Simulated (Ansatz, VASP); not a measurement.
# Mg: VASP beside Ansatz

```xyz
1
Lattice="0.0000 2.1994 2.2443 2.1994 0.0000 2.2443 2.1994 2.1994 0.0000" Properties=species:S:1:pos:R:3 pbc="T T T"
Mg    0.0000    0.0000    0.0000
```

Change from the starting cell: equal xx and yy strain of -2 %, PAW files.

Alike in both runs: task electric field gradients; functional LDA; k mesh 16 × 16 × 16; occupations fermi-dirac, width 0.03 eV; no spin polarisation.

```csv
,VASP,Ansatz
version,VASP 6.6.1,Ansatz 0.2.0
potentials or method,"VASP PAW LDA potentials, release 64 (Mg)","PAW with Ansatz's default frozen-core files, scalar-relativistic"
plane-wave cutoff (eV),520,420
valence electrons in the cell,2,10
```

|  | VASP | Ansatz | Ansatz less VASP |
| --- | --- | --- | --- |
| pressure (GPa) | -0.2 | 0.1 | +0.32 |
| size of Vzz on the site where it differs most (V/Å²) | 0.7 | 0.8 | +0.14 |

LDA's correlation is that of Perdew and Zunger in VASP and of Perdew and Wang (1992) in Ansatz. VASP's potentials hold 2 valence electrons a cell and Ansatz's 10, so a difference there can come from the potentials and not from the codes.
